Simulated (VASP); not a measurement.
A run of VASP 6.6.1 is set up as follows.

Contents of INCAR:

```
  ALGO = Normal
  EDIFF = 1E-6
  ENCUT = 520
  GGA = PE
  ISIF = 2
  ISMEAR = -1
  LASPH = T
  LCHARG = F
  LREAL = F
  LWAVE = F
  NBANDS = 16
  NELM = 100
  PREC = Accurate
  SIGMA = 0.02
```

Contents of KPOINTS:

```
k-points
0
Gamma
  6 6 6
```

POSCAR

```
CdTe
1.0
    0.0000000000      3.2471555647      3.2471555647
    3.2471555647      0.0000000000      3.2471555647
    3.2471555647      3.2471555647      0.0000000000
Cd Te
1 1
Direct
    0.0000000000      0.0000000000      0.0000000000
    0.2500000000      0.2500000000      0.2500000000
```

Potentials or basis: VASP PAW PBE potentials, release 64 (Cd, Te).

The run is started by

```sh
$ cat potpaw_PBE.64/Cd/POTCAR potpaw_PBE.64/Te/POTCAR > POTCAR
$ mpirun -np 1 vasp_std > vasp.out
```

Q: Estimate the pressure.

A: 2.4 GPa.

Q: Estimate the band gap on the k mesh.

A: 0.75 eV, direct.

Caveat: the cell differs from its parent crystal (strain -1.0%); spin-orbit coupling is left out, which moves the levels of the heavy elements.
